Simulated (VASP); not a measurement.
Here is a VASP 6.6.1 calculation.

Contents of INCAR:

```
  ALGO = Normal
  EDIFF = 1E-6
  ENCUT = 500
  GGA = PE
  GGA_COMPAT = False
  ISIF = 2
  ISMEAR = -4
  LASPH = True
  LCHARG = False
  LREAL = False
  LWAVE = False
  NBANDS = 11
  NELM = 120
  PREC = Accurate
  SIGMA = 0.1
```

File KPOINTS:

```
k-points
0
Gamma
  4 4 4
```

POSCAR

```
AlP
1.0
    0.0000000000      2.7364837130      2.7364837130
    2.7364837130      0.0000000000      2.7364837130
    2.7364837130      2.7364837130      0.0000000000
Al P
1 1
Direct
    0.0000000000      0.0000000000      0.0000000000
    0.7500000000      0.7500000000      0.7500000000
```

Potentials or basis: VASP PAW PBE potentials, release 64 (Al, P).

Launch:

```console
$ cat potpaw_PBE.64/Al/POTCAR potpaw_PBE.64/P/POTCAR > POTCAR
$ mpirun -np 1 vasp_std > vasp.out
```

(1) Predict the band gap on the k mesh.

(2) Estimate the pressure.

Results:

(1) 1.57 eV, indirect (least direct gap 3.24 eV).

(2) 1.9 GPa.

Caveat: the k points lie up to 0.50 Å⁻¹ apart.
